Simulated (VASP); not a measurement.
# Cu4O (Pm-3m) in VASP: notebook

The runs below take Cu4O through single point, with PBE.

Everything below comes from runs of VASP 6.6.1. Logs are shortened: lines on timing, memory, paths and dates and some standing lists are left out, and cuts for length are marked.

### Step 1. The cell of the first run

It takes space group Pm-3m (No. 221, cubic). Conventional cell: a = 3.961 Å, b = 3.961 Å, c = 3.961 Å, α = 90.00°, β = 90.00°, γ = 90.00°. Within 3.7 Å of Cu (site symmetry m-3m) lie 12 Cu at 2.80 Å and 8 O at 3.43 Å. Within 2.6 Å of Cu (site symmetry 4/mmm) lie 2 O at 1.98 Å. O (site symmetry m-3m) has 6 Cu at 1.98 Å within 2.6 Å.

### Step 2. Single point, PBE

INCAR

```
SYSTEM = Cu4O
  ALGO = Normal
  EDIFF = 1E-6
  ENCUT = 520
  GGA = PE
  ISIF = 2
  ISMEAR = 0
  LASPH = .True.
  LCHARG = .True.
  LELF = .True.
  LREAL = .False.
  LVHAR = .True.
  LWAVE = .False.
  NBANDS = 33
  NELM = 80
  PREC = Accurate
  SIGMA = 0.1
```

KPOINTS

```
k-points
0
Gamma
  10 10 10
  0 0 0
```

POSCAR

```
Cu4O
1.0
    3.9613905245      0.0000000000      0.0000000000
    0.0000000000      3.9613905245      0.0000000000
    0.0000000000      0.0000000000      3.9613905245
Cu O
4 1
Direct
    0.0000000000      0.0000000000      0.0000000000
    0.5000000000      0.5000000000      0.0000000000
    0.5000000000      0.0000000000      0.5000000000
    0.0000000000      0.5000000000      0.5000000000
    0.5000000000      0.5000000000      0.5000000000
```

Potentials or basis: VASP PAW PBE potentials, release 64 (Cu, O).

Started as:

```sh
cat potpaw_PBE.64/Cu/POTCAR potpaw_PBE.64/O/POTCAR > POTCAR
mpirun -np 1 vasp_std > vasp.out
```

OUTCAR:

```text
SYSTEM = Cu4O
   EDIFF = 1E-6
   ENCUT = 520
   GGA = PE
   ISIF = 2
   ISMEAR = 0
   LASPH = .True.
   LREAL = .False.
   NELM = 80
   PREC = Accurate

 ion  position               nearest neighbor table
   1  0.000  0.000  0.000-
   2  0.500  0.500  0.000-   5 1.98   5 1.98
   3  0.500  0.000  0.500-   5 1.98   5 1.98
   4  0.000  0.500  0.500-   5 1.98   5 1.98
   5  0.500  0.500  0.500-   2 1.98   3 1.98   4 1.98   2 1.98   3 1.98   4 1.98

  LATTYP: Found a simple cubic cell.
 ALAT       =     3.9613905245

  Lattice vectors:

 A1 = (   3.9613905245,   0.0000000000,   0.0000000000)
 A2 = (   0.0000000000,   3.9613905245,   0.0000000000)
 A3 = (   0.0000000000,   0.0000000000,   3.9613905245)

Analysis of symmetry for initial positions (statically):
=====================================================================
 Subroutine PRICEL returns:
 Original cell was already a primitive cell.

 Routine SETGRP: Setting up the symmetry group for a
 simple cubic supercell.

 Subroutine GETGRP returns: Found 48 space group operations
 (whereof 48 operations were pure point group operations)
 out of a pool of 48 trial point group operations.

The static configuration has the point symmetry O_h .

Analysis of symmetry for dynamics (positions and initial velocities):
=====================================================================
 Subroutine PRICEL returns:
 Original cell was already a primitive cell.

 Routine SETGRP: Setting up the symmetry group for a
 simple cubic supercell.

 Subroutine GETGRP returns: Found 48 space group operations
 (whereof 48 operations were pure point group operations)
 out of a pool of 48 trial point group operations.

The dynamic configuration has the point symmetry O_h .

 Subroutine INISYM returns: Found 48 space group operations
 (whereof 48 operations are pure point group operations),
 and found     1 'primitive' translations

----------------------------------------------------------------------------------------

                                     Primitive cell

  volume of cell :      62.1646

  direct lattice vectors                    reciprocal lattice vectors
     3.961390525  0.000000000  0.000000000     0.252436611  0.000000000  0.000000000
     0.000000000  3.961390525  0.000000000     0.000000000  0.252436611  0.000000000
     0.000000000  0.000000000  3.961390525     0.000000000  0.000000000  0.252436611

  length of vectors
     3.961390525  3.961390525  3.961390525     0.252436611  0.252436611  0.252436611

  position of ions in fractional coordinates (direct lattice)
     0.000000000  0.000000000  0.000000000
     0.500000000  0.500000000  0.000000000
     0.500000000  0.000000000  0.500000000
     0.000000000  0.500000000  0.500000000
     0.500000000  0.500000000  0.500000000

  ion indices of the primitive-cell ions
   primitive index   ion index
                 1           1
                 2           2
                 3           3
                 4           4
                 5           5

----------------------------------------------------------------------------------------

 KPOINTS: k-points

Automatic generation of k-mesh.
 Grid dimensions read from file:
 generate k-points for:   10   10   10

 Generating k-lattice:

  Cartesian coordinates                     Fractional coordinates (reciprocal lattice)
     0.025243661  0.000000000  0.000000000     0.100000000  0.000000000  0.000000000
     0.000000000  0.025243661  0.000000000     0.000000000  0.100000000  0.000000000
     0.000000000  0.000000000  0.025243661     0.000000000  0.000000000  0.100000000

  Length of vectors
     0.025243661  0.025243661  0.025243661

  Shift w.r.t. Gamma in fractional coordinates (k-lattice)
     0.000000000  0.000000000  0.000000000

 Subroutine IBZKPT returns following result:
 ===========================================

 Found     56 irreducible k-points:

 Following reciprocal coordinates:
            Coordinates               Weight
  0.000000  0.000000  0.000000      1.000000
  0.100000  0.000000  0.000000      6.000000
  0.200000  0.000000  0.000000      6.000000
  0.300000  0.000000  0.000000      6.000000
  0.400000  0.000000  0.000000      6.000000
  0.500000  0.000000  0.000000      3.000000
[... 16 lines left out ...]
  0.200000  0.100000  0.100000     24.000000
  0.300000  0.100000  0.100000     24.000000
 [... further k-points ...]
   k-points           NKPTS =     56   k-points in BZ     NKDIM =     56   number of bands    NBANDS=     33
   number of dos      NEDOS =    301   number of ions     NIONS =      5
   total plane-waves  NPLWV =  27000
   dimension x,y,z NGX =    30 NGY =   30 NGZ =   30
   dimension x,y,z NGXF=    60 NGYF=   60 NGZF=   60
   ions per type =               4   1
   NGX,Y,Z   is equivalent  to a cutoff of  12.59, 12.59, 12.59 a.u.
   NGXF,Y,Z  is equivalent  to a cutoff of  25.18, 25.18, 25.18 a.u.
 SYSTEM =  Cu4O
   PREC   = accura    normal or accurate (medium, high low for compatibility)
   ISTART =      0    job   : 0-new  1-cont  2-samecut
   ICHARG =      2    charge: 1-file 2-atom 10-const
   ISPIN  =      1    spin polarized calculation?
   LNONCOLLINEAR =      F non collinear calculations
   LSORBIT =      F    spin-orbit coupling
   LASPH  =      T    aspherical Exc in radial PAW
   ENCUT  =  520.0 eV  38.22 Ry    6.18 a.u.   7.37  7.37  7.37*2*pi/ulx,y,z
   NELM   =     80;   NELMIN=  2; NELMDL= -5     # of ELM steps
   EDIFF  = 0.1E-05   stopping-criterion for ELM
   LREAL  =      F    real-space projection
   EDIFFG = 0.1E-04   stopping-criterion for IOM
   NSW    =      0    number of steps for IOM
   IBRION =     -1    ionic relax: 0-MD 1-quasi-New 2-CG
   NFREE  =      0    steps in history (QN), initial steepest desc. (CG)
   ISIF   =      2    stress and relaxation
   ISYM   =      2    0-nonsym 1-usesym 2-fastsym
   POTIM  = 0.5000    time-step for ionic-motion
   TEBEG  =    0.0;   TEEND  =   0.0 temperature during run
   PSTRESS=    0.0 pullay stress
   NELECT =      50.0000    total number of electrons
   NUPDOWN=      -1.0000    fix difference up-down
   EMIN   =  10.00;   EMAX   =-10.00  energy-range for DOS
   EFERMI =   0.00;   METHOD = LEGACY
   ISMEAR =     0;   SIGMA  =   0.10  broadening in eV -4-tet -1-fermi 0-gaus
   EFERMI_NEDOS =   21; number of points for ismear=-14 and -15
   IALGO  =     38    algorithm
   IMIX   =      4    mixing-type and parameters
     AMIX     =   0.40;   BMIX     =  1.00
     AMIX_MAG =   1.60;   BMIX_MAG =  1.00
  volume/ion in A,a.u.               =      12.43        83.90
  Fermi-wavevector in a.u.,A,eV,Ry     =   1.522476  2.877063 31.537403  2.317934
  Thomas-Fermi vector in A             =   2.631050
   LORBIT       =      0    0 simple, 1 ext, 2 COOP (PROOUT), +10 PAW based schemes
   GGA     = PE    functional components
   LHFCALC =     F    Hartree Fock is set to
   AEXX    =    0.0000 exact exchange contribution
   IVDW    =     0    specifies the selected vdW correction
   LEPSILON=     F    determine dielectric tensor
   LRPA    =     F    only Hartree local field effects (RPA)
 non-spin polarized calculation
 Gauss-broadening in eV      SIGMA  =   0.10
  energy-cutoff  :      520.00
  volume of cell :       62.16
 maximum number of plane-waves:      1743
 NGX is ok and might be reduce to    30
   NGX = 15   NGY = 15   NGZ = 15

 number of electron      50.0000130 magnetization

 Free energy of the ion-electron system (eV)
  ---------------------------------------------------
  ext. energy  EPLUGINS =         0.00000000
  ---------------------------------------------------
  free energy    TOTEN  =       -19.48276860 eV

  energy without entropy =      -19.47532111  energy(sigma->0) =      -19.47904485

 E-fermi :   6.3698     XC(G=0): -11.8167

 val. band max:        6.3684784301   @ k =   0.4000   0.3000   0.3000
 cond. band min:       6.3732946163   @ k =   0.5000   0.3000   0.3000
 fundamental gap:      0.0048161861
 Fermi energy:         6.3697708486

 k-point     1 :       0.0000    0.0000    0.0000
  band No.  band energies     occupation
      1     -14.5970      2.00000
      2      -0.6187      2.00000
      3      -0.0311      2.00000
      4      -0.0311      2.00000
      5      -0.0311      2.00000
      6       2.2558      2.00000
[... 25 lines left out ...]
     32      16.6348      0.00000
     33      16.6348      0.00000

 k-point     2 :       0.1000    0.0000    0.0000
  band No.  band energies     occupation
      1     -14.5814      2.00000
      2      -0.7434      2.00000
      3      -0.0617      2.00000
      4      -0.0617      2.00000
      5      -0.0124      2.00000
      6       2.2773      2.00000
[... 25 lines left out ...]
     32      16.1099      0.00000
     33      16.2944      0.00000

 k-point     3 :       0.2000    0.0000    0.0000
  band No.  band energies     occupation
      1     -14.5406      2.00000
      2      -1.1225      2.00000
      3      -0.1372      2.00000
      4      -0.1372      2.00000
      5       0.1786      2.00000
      6       2.3108      2.00000
[... 25 lines left out ...]
     32      15.5216      0.00000
     33      15.5220      0.00000

 k-point     4 :       0.3000    0.0000    0.0000
  band No.  band energies     occupation
      1     -14.4893      2.00000
      2      -1.5651      2.00000
      3      -0.2225      2.00000
      4      -0.2225      2.00000
      5       0.5596      2.00000
      6       2.2859      2.00000
[... 25 lines left out ...]
     32      14.6760      0.00000
     33      14.6760      0.00000

 k-point     5 :       0.4000    0.0000    0.0000
  band No.  band energies     occupation
      1     -14.4471      2.00000
      2      -1.8905      2.00000
      3      -0.2863      2.00000
      4      -0.2863      2.00000
      5       1.0611      2.00000
      6       2.0952      2.00000
[... 604 lines left out ...]
 k-point    22 :       0.1000    0.1000    0.1000
  band No.  band energies     occupation
      1     -14.5507      2.00000
      2      -0.8468      2.00000
      3      -0.3015      2.00000
      4      -0.3015      2.00000
      5       0.2567      2.00000
      6       2.3517      2.00000
[... 25 lines left out ...]
     32      15.1679      0.00000
     33      15.3635      0.00000

 k-point    23 :       0.2000    0.1000    0.1000
  band No.  band energies     occupation
      1     -14.5100      2.00000
      2      -1.1153      2.00000
      3      -0.4766      2.00000
      4      -0.3637      2.00000
      5       0.4487      2.00000
      6       2.3896      2.00000
[... 25 lines left out ...]
     32      14.6890      0.00000
     33      16.2396      0.00000

 k-point    24 :       0.3000    0.1000    0.1000
  band No.  band energies     occupation
      1     -14.4589      2.00000
      2      -1.5392      2.00000
      3      -0.5101      2.00000
      4      -0.4355      2.00000
      5       0.7606      2.00000
      6       2.3755      2.00000
[... 25 lines left out ...]
     32      14.1672      0.00000
     33      16.0630      0.00000

 [... further k-points ...]
[... 5 lines left out ...]
  --------------------------------------------------------------------------------------
  -------------------------------------------------------------------------------------
  Total        0.2180958      0.2180958      0.2180958     -0.0000000      0.0000000      0.0000000
  in kB        5.6210174      5.6210174      5.6210174     -0.0000000      0.0000000      0.0000000
  external PRESSURE =       5.6210174 kB  Pullay stress =       0.0000000 kB

 VOLUME and BASIS-vectors are now :
 -----------------------------------------------------------------------------
  energy-cutoff  :      520.00
  volume of cell :       62.16
      direct lattice vectors                 reciprocal lattice vectors
     3.961390525  0.000000000  0.000000000     0.252436611  0.000000000  0.000000000
     0.000000000  3.961390525  0.000000000     0.000000000  0.252436611  0.000000000
     0.000000000  0.000000000  3.961390525     0.000000000  0.000000000  0.252436611

 POSITION                                       TOTAL-FORCE (eV/Angst)
 -----------------------------------------------------------------------------------
      0.00000      0.00000      0.00000         0.000000      0.000000      0.000000
      1.98070      1.98070      0.00000         0.000000      0.000000      0.000000
      1.98070      0.00000      1.98070         0.000000      0.000000      0.000000
      0.00000      1.98070      1.98070         0.000000      0.000000      0.000000
      1.98070      1.98070      1.98070         0.000000      0.000000      0.000000
 -----------------------------------------------------------------------------------
    total drift:                                0.000000      0.000000     -0.000000

  FREE ENERGIE OF THE ION-ELECTRON SYSTEM (eV)
  ---------------------------------------------------
  free  energy   TOTEN  =       -19.4827686015 eV

  energy  without entropy=      -19.4753211083  energy(sigma->0) =      -19.47904485
```

Run time: 46 s. Hardware: 1 thread of Intel Xeon 6975P-C (Granite Rapids), shared host; peak memory 0.22 GiB.

What came out:

```
Free energy            : -19.4828 eV
Pressure               : 0.6 GPa
Band gap on the k mesh : zero (band 25 reaches 6.45 eV, above the bottom of band 26 at 5.62 eV)
```

With open d or f shells a metallic result of PBE can be an artefact of self-interaction; +U or a hybrid may open a gap.

### Step 3. Single point, PBE, collinear spin, ferromagnetic start

This run uses another cell than the first one, of 12.22 Å³/atom, 0.983 times its volume.

INCAR

```
PREC = Accurate
ENCUT = 520
EDIFF = 1E-6
ISMEAR = 0
SIGMA = 0.1
LREAL = False
LASPH = True
NELM = 150
ALGO = Normal
ISIF = 2
LWAVE = False
LCHARG = False
ISPIN = 2
MAGMOM = 1 1 1 1 0
LORBIT = 11
LMAXMIX = 4
GGA = PE
NBANDS = 37
```

KPOINTS

```
regular mesh
0
Gamma
  4 4 4
```

Changes to POSCAR since step 2:

```diff
@@ -2,5 +2,5 @@
 1.0
-    3.9613905245      0.0000000000      0.0000000000
-    0.0000000000      3.9613905245      0.0000000000
-    0.0000000000      0.0000000000      3.9613905245
+    3.9391120500      0.0000000000      0.0000000000
+    0.0000000000      3.9391120500      0.0000000000
+    0.0000000000      0.0000000000      3.9391120500
 Cu O
```

Potentials or basis: VASP PAW PBE potentials, release 64 (Cu, O).

Started as:

```sh
cat potpaw_PBE.64/Cu/POTCAR potpaw_PBE.64/O/POTCAR > POTCAR
mpirun -np 1 vasp_std > vasp.out
```

Run time: 24 s. Hardware: 1 thread of Intel Xeon 6975P-C (Granite Rapids), shared host; peak memory 0.2 GiB.

The run converged. Its results:

- Free energy: -19.4559 eV
- Pressure: 3.0 GPa
- Band gap on the k mesh: zero (filled and empty bands overlap)
- Net moment: 0.00 μB per cell
- Valence electrons inside the program's atomic spheres: Cu 9.85, 9.91; O 5.00

Levels at points of the mesh, in eV from the Fermi level:
Spin up:
```
           k point  band 21  band 22  band 23  band 24  band 25  band 26  band 27  band 28  band 29  band 30
(0.00, 0.00, 0.00)    -2.02    -1.81    -1.81    -1.81    -1.37     3.07     3.07     3.07     4.38     4.38
(0.50, 0.00, 0.00)    -2.23    -2.12    -2.11    -1.81    -1.06     0.32     4.51     4.51     5.28     6.43
(0.50, 0.50, 0.00)    -2.11    -1.94    -1.74    -1.74    -1.02     1.70     1.70     1.80     7.20     7.20
(0.50, 0.50, 0.50)    -1.93    -1.20    -1.20    -1.20    -0.78    -0.78    -0.78     2.00     5.20     5.20
```
Spin down:
```tsv
k point	band 23	band 24	band 25	band 26	band 27	band 28
(0.00, 0.00, 0.00)	-1.81	-1.81	-1.37	3.07	3.07	3.07
(0.50, 0.00, 0.00)	-2.11	-1.81	-1.06	0.32	4.51	4.51
(0.50, 0.50, 0.00)	-1.74	-1.74	-1.02	1.70	1.70	1.80
(0.50, 0.50, 0.50)	-1.20	-1.20	-0.78	-0.78	-0.78	2.00
```

Caveat: the k points lie up to 0.40 Å⁻¹ apart.
